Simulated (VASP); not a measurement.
# CoSi2 (Fm-3m) in VASP: settings compared, part 2 of 2

VASP 6.6.1.

### Step 4. Single point, LDA, collinear spin, ferromagnetic start (volume scaled by 1.06)

File INCAR:

```
SYSTEM = CoSi2
ALGO = Normal
EDIFF = 1E-6
ENCUT = 520
ISIF = 2
ISMEAR = -1
ISPIN = 2
LASPH = .TRUE.
LCHARG = .FALSE.
LMAXMIX = 4
LORBIT = 11
LREAL = .FALSE.
LWAVE = .FALSE.
MAGMOM = 2 0 0
NBANDS = 20
NELM = 150
PREC = Accurate
SIGMA = 0.05
```

File KPOINTS:

```
k-points
0
G
  9 9 9
  0 0 0
```

File POSCAR:

```
CoSi2
1.0
    0.0000000000      2.7305231384      2.7305231384
    2.7305231384      0.0000000000      2.7305231384
    2.7305231384      2.7305231384      0.0000000000
Co Si
1 2
Direct
    0.0000000000      0.0000000000      0.0000000000
    0.7500000000      0.7500000000      0.7500000000
    0.2500000000      0.2500000000      0.2500000000
```

Potentials or basis: VASP PAW LDA potentials, release 64 (Co, Si).

The run is started by

```bash
> cat potpaw_LDA.64/Co/POTCAR potpaw_LDA.64/Si/POTCAR > POTCAR
> mpirun -np 1 vasp_std > vasp.out
```

OUTCAR:

```text
SYSTEM = CoSi2
   EDIFF = 1E-6
   ENCUT = 520
   ISIF = 2
   ISMEAR = -1
   ISPIN = 2
   LASPH = .TRUE.
   LORBIT = 11
   LREAL = .FALSE.
   NELM = 150
   PREC = Accurate

 ion  position               nearest neighbor table
   1  0.000  0.000  0.000-   2 2.36   2 2.36   3 2.36   3 2.36   3 2.36   3 2.36   2 2.36   2 2.36

   2  0.750  0.750  0.750-   1 2.36   1 2.36   1 2.36   1 2.36   3 2.73   3 2.73   3 2.73   3 2.73
                             3 2.73   3 2.73
   3  0.250  0.250  0.250-   1 2.36   1 2.36   1 2.36   1 2.36   2 2.73   2 2.73   2 2.73   2 2.73
                             2 2.73   2 2.73

  LATTYP: Found a face centered cubic cell.
 ALAT       =     5.4610462768

  Lattice vectors:

 A1 = (   0.0000000000,   2.7305231384,   2.7305231384)
 A2 = (   2.7305231384,   0.0000000000,   2.7305231384)
 A3 = (   2.7305231384,   2.7305231384,   0.0000000000)

Analysis of symmetry for initial positions (statically):
=====================================================================
 Subroutine PRICEL returns:
 Original cell was already a primitive cell.

 Routine SETGRP: Setting up the symmetry group for a
 face centered cubic supercell.

 Subroutine GETGRP returns: Found 48 space group operations
 (whereof 48 operations were pure point group operations)
 out of a pool of 48 trial point group operations.

The static configuration has the point symmetry O_h .

Analysis of symmetry for dynamics (positions and initial velocities):
=====================================================================
 Subroutine PRICEL returns:
 Original cell was already a primitive cell.

 Routine SETGRP: Setting up the symmetry group for a
 face centered cubic supercell.

 Subroutine GETGRP returns: Found 48 space group operations
 (whereof 48 operations were pure point group operations)
 out of a pool of 48 trial point group operations.

The dynamic configuration has the point symmetry O_h .

Analysis of structural, dynamic, and magnetic symmetry:
=====================================================================
 Subroutine PRICEL returns:
 Original cell was already a primitive cell.

 Routine SETGRP: Setting up the symmetry group for a
 face centered cubic supercell.

 Subroutine GETGRP returns: Found 48 space group operations
 (whereof 48 operations were pure point group operations)
 out of a pool of 48 trial point group operations.

The overall configuration has the point symmetry O_h .

 Subroutine INISYM returns: Found 48 space group operations
 (whereof 48 operations are pure point group operations),
 and found     1 'primitive' translations

----------------------------------------------------------------------------------------

                                     Primitive cell

  volume of cell :      40.7162

  direct lattice vectors                    reciprocal lattice vectors
     0.000000000  2.730523138  2.730523138    -0.183115094  0.183115094  0.183115094
     2.730523138  0.000000000  2.730523138     0.183115094 -0.183115094  0.183115094
     2.730523138  2.730523138  0.000000000     0.183115094  0.183115094 -0.183115094

  length of vectors
     3.861542855  3.861542855  3.861542855     0.317164646  0.317164646  0.317164646

  position of ions in fractional coordinates (direct lattice)
     0.000000000  0.000000000  0.000000000
     0.750000000  0.750000000  0.750000000
[... 67 lines left out ...]
   NGX,Y,Z   is equivalent  to a cutoff of  12.92, 12.92, 12.92 a.u.
   NGXF,Y,Z  is equivalent  to a cutoff of  25.83, 25.83, 25.83 a.u.
 SYSTEM =  CoSi2
   PREC   = accura    normal or accurate (medium, high low for compatibility)
   ISTART =      0    job   : 0-new  1-cont  2-samecut
   ICHARG =      2    charge: 1-file 2-atom 10-const
   ISPIN  =      2    spin polarized calculation?
   LNONCOLLINEAR =      F non collinear calculations
   LSORBIT =      F    spin-orbit coupling
   LASPH  =      T    aspherical Exc in radial PAW
   ENCUT  =  520.0 eV  38.22 Ry    6.18 a.u.   7.18  7.18  7.18*2*pi/ulx,y,z
   NELM   =    150;   NELMIN=  2; NELMDL= -5     # of ELM steps
   EDIFF  = 0.1E-05   stopping-criterion for ELM
   LREAL  =      F    real-space projection
   EDIFFG = 0.1E-04   stopping-criterion for IOM
   NSW    =      0    number of steps for IOM
   IBRION =     -1    ionic relax: 0-MD 1-quasi-New 2-CG
   NFREE  =      0    steps in history (QN), initial steepest desc. (CG)
   ISIF   =      2    stress and relaxation
   ISYM   =      2    0-nonsym 1-usesym 2-fastsym
   POTIM  = 0.5000    time-step for ionic-motion
   TEBEG  =    0.0;   TEEND  =   0.0 temperature during run
   PSTRESS=    0.0 pullay stress
   NELECT =      17.0000    total number of electrons
   NUPDOWN=      -1.0000    fix difference up-down
   EMIN   =  10.00;   EMAX   =-10.00  energy-range for DOS
[... 5 lines left out ...]
     AMIX     =   0.40;   BMIX     =  1.00
     AMIX_MAG =   1.60;   BMIX_MAG =  1.00
  volume/ion in A,a.u.               =      13.57        91.59
  Fermi-wavevector in a.u.,A,eV,Ry     =   1.223588  2.312246 20.370208  1.497168
  Thomas-Fermi vector in A             =   2.358694
   LORBIT       =     11    0 simple, 1 ext, 2 COOP (PROOUT), +10 PAW based schemes
   GGA     = CA    functional components
   LHFCALC =     F    Hartree Fock is set to
   AEXX    =    0.0000 exact exchange contribution
   IVDW    =     0    specifies the selected vdW correction
   LEPSILON=     F    determine dielectric tensor
   LRPA    =     F    only Hartree local field effects (RPA)
 spin polarized calculation
  energy-cutoff  :      520.00
  volume of cell :       40.72
 maximum number of plane-waves:      1113
 NGX is ok and might be reduce to    30
   NGX = 15   NGY = 15   NGZ = 15

 number of electron      16.9999998 magnetization       0.0031601

 number of electron      16.9999998 magnetization      -0.0001565

 Free energy of the ion-electron system (eV)
  ---------------------------------------------------
  ext. energy  EPLUGINS =         0.00000000
  ---------------------------------------------------
  free energy    TOTEN  =       -21.70328844 eV

  energy without entropy =      -21.69331086  energy(sigma->0) =      -21.69829965

 E-fermi :   9.1928     XC(G=0): -11.6462

 val. band max:        9.1440435551   @ k =  -0.2222   0.1111   0.0000
 cond. band min:       9.2349244705   @ k =   0.3333   0.1111   0.0000
 fundamental gap:      0.0908809154
 Fermi energy:         9.1927731416

 spin component 1

 k-point     1 :       0.0000    0.0000    0.0000
  band No.  band energies     occupation
      1      -3.4114      1.00000
      2       5.3853      1.00000
      3       5.3853      1.00000
      4       5.3853      1.00000
      5       7.5002      1.00000
      6       7.5002      1.00000
[... 541 lines left out ...]
     19      23.8251      0.00000
     20      23.8251      0.00000

 [... further k-points ...]

 spin component 2

 k-point     1 :       0.0000    0.0000    0.0000
  band No.  band energies     occupation
      1      -3.4113      1.00000
      2       5.3853      1.00000
      3       5.3853      1.00000
      4       5.3853      1.00000
      5       7.5003      1.00000
      6       7.5003      1.00000
[... 541 lines left out ...]
     19      23.8251      0.00000
     20      23.8251      0.00000

 [... further k-points ...]
[... 5 lines left out ...]
  --------------------------------------------------------------------------------------
  -------------------------------------------------------------------------------------
  Total       -4.1976285     -4.1976285     -4.1976285      0.0000000      0.0000000     -0.0000000
  in kB     -165.1760233   -165.1760233   -165.1760233      0.0000000      0.0000000     -0.0000000
  external PRESSURE =    -165.1760233 kB  Pullay stress =       0.0000000 kB

 VOLUME and BASIS-vectors are now :
 -----------------------------------------------------------------------------
  energy-cutoff  :      520.00
  volume of cell :       40.72
      direct lattice vectors                 reciprocal lattice vectors
     0.000000000  2.730523138  2.730523138    -0.183115094  0.183115094  0.183115094
     2.730523138  0.000000000  2.730523138     0.183115094 -0.183115094  0.183115094
     2.730523138  2.730523138  0.000000000     0.183115094  0.183115094 -0.183115094

 POSITION                                       TOTAL-FORCE (eV/Angst)
 -----------------------------------------------------------------------------------
      0.00000      0.00000      0.00000        -0.000000     -0.000000     -0.000000
      4.09578      4.09578      4.09578         0.000000      0.000000      0.000000
      1.36526      1.36526      1.36526        -0.000000     -0.000000     -0.000000
 -----------------------------------------------------------------------------------
    total drift:                                0.000000     -0.000000     -0.000000

  FREE ENERGIE OF THE ION-ELECTRON SYSTEM (eV)
  ---------------------------------------------------
  free  energy   TOTEN  =       -21.7032884441 eV

  energy  without entropy=      -21.6933108635  energy(sigma->0) =      -21.69829965

 total charge

# of ion       s       p       d       tot
------------------------------------------
    1        0.514   0.650   7.565   8.729
    2        0.729   0.840   0.000   1.569
    3        0.729   0.840   0.000   1.569
--------------------------------------------------
tot          1.971   2.331   7.565  11.867

 magnetization (x)

# of ion       s       p       d       tot
------------------------------------------
    1        0.000   0.000  -0.000  -0.000
    2        0.000   0.000   0.000   0.000
    3        0.000   0.000   0.000   0.000
--------------------------------------------------
tot          0.000   0.000  -0.000  -0.000
```

OSZICAR:

```text
N       E                     dE             d eps       ncg     rms          rms(c)
DAV:   1     0.637424357041E+02    0.63742E+02   -0.66147E+03  2848   0.802E+02
DAV:   2    -0.183311196913E+02   -0.82074E+02   -0.71955E+02  2932   0.182E+02
DAV:   3    -0.227467803862E+02   -0.44157E+01   -0.42566E+01  3400   0.452E+01
DAV:   4    -0.228265168653E+02   -0.79736E-01   -0.79548E-01  3284   0.548E+00
DAV:   5    -0.228288890834E+02   -0.23722E-02   -0.23719E-02  3564   0.101E+00    0.155E+01
DAV:   6    -0.278272240265E+02   -0.49983E+01   -0.18753E+01  3120   0.870E+01    0.208E+01
DAV:   7    -0.217641099486E+02    0.60631E+01   -0.92920E+00  3484   0.674E+01    0.317E+00
DAV:   8    -0.217431876949E+02    0.20922E-01   -0.61453E-01  3652   0.556E+00    0.208E+00
DAV:   9    -0.217038959757E+02    0.39292E-01   -0.88000E-02  3424   0.430E+00    0.713E-01
DAV:  10    -0.217036845869E+02    0.21139E-03   -0.33581E-03  3952   0.547E-01    0.321E-01
DAV:  11    -0.217032939247E+02    0.39066E-03   -0.33339E-04  3816   0.229E-01    0.144E-01
DAV:  12    -0.217033025530E+02   -0.86282E-05   -0.97575E-05  3740   0.972E-02    0.577E-02
DAV:  13    -0.217032894209E+02    0.13132E-04   -0.10513E-05  3856   0.348E-02    0.188E-02
DAV:  14    -0.217032883891E+02    0.10318E-05   -0.64562E-07  1916   0.101E-02    0.529E-03
DAV:  15    -0.217032884441E+02   -0.54957E-07   -0.38951E-07  1848   0.522E-03
   1 F= -.21703288E+02 E0= -.21698300E+02  d E =-.997758E-02  mag=     0.0000
```

It took 36 s on 1 thread of AMD EPYC 9R45 (Zen 5), shared host; peak memory 0.15 GiB.

Results:

```
Free energy                                           : -21.7033 eV
Pressure                                              : -16.5 GPa
Net moment                                            : 0.00 μB per cell
Valence electrons inside the program's atomic spheres : Co 8.73; Si 1.57
```

Levels at points of the mesh, in eV from the Fermi level:
Spin up:
```csv
k point,band 6,band 7,band 8,band 9,band 10,band 11,band 12,band 13
"(0.00, 0.00, 0.00)",-1.69,0.15,3.22,3.22,3.22,3.47,3.47,3.47
```
Spin down:
```tsv
k point	band 6	band 7	band 8	band 9	band 10	band 11	band 12	band 13
(0.00, 0.00, 0.00)	-1.69	0.15	3.22	3.22	3.22	3.47	3.47	3.47
```

Caveat: the starting moments collapsed, and a magnetic state may lie lower.

### Step 5. Single point, PBEsol, collinear spin, ferromagnetic start

File INCAR:

```
SYSTEM = CoSi2
ALGO = Normal
EDIFF = 1E-6
ENCUT = 600
GGA = PS
GGA_COMPAT = .FALSE.
ISIF = 2
ISMEAR = -1
ISPIN = 2
LASPH = .TRUE.
LCHARG = .FALSE.
LMAXMIX = 4
LORBIT = 11
LREAL = .FALSE.
LWAVE = .FALSE.
MAGMOM = 3 0 0
NBANDS = 24
NELM = 200
NUPDOWN = 3.0
PREC = Accurate
SIGMA = 0.05
```

File KPOINTS:

```
k-points
0
G
  7 7 7
  0 0 0
```

File POSCAR:

```
CoSi2
1.0
    0.0000000000      2.6780000000      2.6780000000
    2.6780000000      0.0000000000      2.6780000000
    2.6780000000      2.6780000000      0.0000000000
Co Si
1 2
Direct
    0.0000000000      0.0000000000      0.0000000000
    0.7500000000      0.7500000000      0.7500000000
    0.2500000000      0.2500000000      0.2500000000
```

Potentials or basis: VASP PAW PBE potentials, release 64 (Co_sv, Si).

The run is started by

```bash
> cat potpaw_PBE.64/Co_sv/POTCAR potpaw_PBE.64/Si/POTCAR > POTCAR
> mpirun -np 1 vasp_std > vasp.out
```

Run time: 44 s. Hardware: 1 thread of Intel Xeon Platinum 8259CL at 2.50GHz (Skylake/Cascade Lake), shared host; peak memory 0.2 GiB.

It converged, with:

- Free energy: -17.9014 eV
- Pressure: 19.6 GPa
- Net moment: 3.00 μB per cell
- Site moments: Co +1.60; Si +0.26 μB
- Valence electrons inside the program's atomic spheres: Co 15.25; Si 1.65

Caveat: the PAW data sets were made with another functional, which shifts forces and pressure a little; the total moment is fixed, so each spin has its own Fermi level.

### Step 6. Overview

| level | fixed moment (μB) | pressure (GPa) | moment (μB) |
| --- | --- | --- | --- |
| PBE | 2.0 | 13.3 | 2.00 |
| PBE | 1.5 | 8.9 | 1.50 |
| PBEsol | 3.0 | 19.6 | 3.00 |

Alike in all rows: task single point; potentials or basis VASP PAW PBE potentials, release 64 (Co_sv, Si); spin collinear, ferromagnetic start; cell as given; k mesh 7 × 7 × 7; cutoff (eV) 600; smearing fermi-dirac 0.05 eV.

The pressure there spans 8.9 GPa (PBE) to 19.6 GPa (PBEsol); a positive pressure means that this level wants a larger cell, a negative one a smaller.

Caveats: the total moment is fixed, so each spin has its own Fermi level; the PAW data sets were made with another functional, which shifts forces and pressure a little (some runs).

Absolute energies hang on the potentials; compare differences alone.
